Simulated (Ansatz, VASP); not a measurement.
# Si3Ge: VASP beside Ansatz

```
Si Ge
1.0
     5.43055    0.00000    0.00000
    -2.71527    4.70299    0.00000
     0.00000    0.00000    2.52750
Si Ge
3 1
Direct
  0.00000 0.50000 0.00000
  0.50000 0.00000 0.00000
  0.50000 0.50000 0.00000
  0.00000 0.00000 0.00000
```

Alike in both runs: functional PBE; k mesh 12 × 12 × 18; occupations gaussian, width 0.1 eV; no spin polarisation.

Ansatz relaxed the structure, and its values are those at the end. VASP's run is a single point on that final structure, the one shown.

```csv
,VASP,Ansatz
version,VASP 6.6.1,Ansatz 0.2.0
potentials or method,"VASP PAW PBE potentials, release 64 (Si, Ge_d), cutoff 500 eV","scalar-relativistic, plane waves, PAW"
valence electrons in the cell,26,26
```

```tsv
	VASP	Ansatz	Ansatz less VASP
gap on the k mesh at the Fermi level (eV)	none	none	-
pressure (GPa)	0.0	0.0	+0.02
```

A gap of «none» marks a metal or a gap that the smearing closes. The functional is the same, so the differences come from potentials, cutoffs and numerics.
